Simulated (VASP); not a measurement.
Set up this calculation in VASP 6.6.1, as the native input.

* Task: single point
* Functional: PBEsol
* Potentials or basis: VASP PAW PBE potentials, release 64 (Cd, Se)
* Cutoff: 520 eV
* k mesh: 6 × 6 × 6
* Occupations: gaussian, width 0.01 eV
* Spin: no spin polarisation
* Dipole correction: no
* Further INCAR settings: ALGO = Normal; EDIFF = 1e-06; NBANDS = 16

The structure of CdSe lies in POSCAR:

```
CdSe
1.0
    3.0054947588      3.0054947588      0.0000000000
   -3.0054947588      3.0054947588      0.0000000000
    0.0000000000      3.0054947588      3.0054947588
Cd Se
1 1
Direct
    0.0000000000      0.0000000000      0.0000000000
    0.7500000000      0.2500000000      0.5000000000
```

These files were run (other wordings do the same):

INCAR

```
SYSTEM = CdSe
PREC = Accurate
ENCUT = 520
EDIFF = 1E-6
ISMEAR = 0
SIGMA = 0.01
LREAL = .False.
LASPH = .True.
NELM = 60
ALGO = Normal
ISIF = 2
LWAVE = .False.
LCHARG = .True.
GGA = PS
LELF = .True.
LVHAR = .True.
NBANDS = 16
```

KPOINTS

```
regular mesh
0
Gamma
  6 6 6
  0 0 0
```

Potentials or basis: VASP PAW PBE potentials, release 64 (Cd, Se).

Command:

```bash
$ cat potpaw_PBE.64/Cd/POTCAR potpaw_PBE.64/Se/POTCAR > POTCAR
$ mpirun -np 1 vasp_std > vasp.out
```

Results of the run:

```
Pressure               : 2.4 GPa
Band gap on the k mesh : 0.55 eV, direct
```

Caveat: the PAW data sets were made with another functional, which shifts forces and pressure a little.

Run time: 12 s on 1 thread of Intel(R) Xeon(R) 6975P-C (Granite Rapids), on a shared host, peak memory 0.17 GiB.
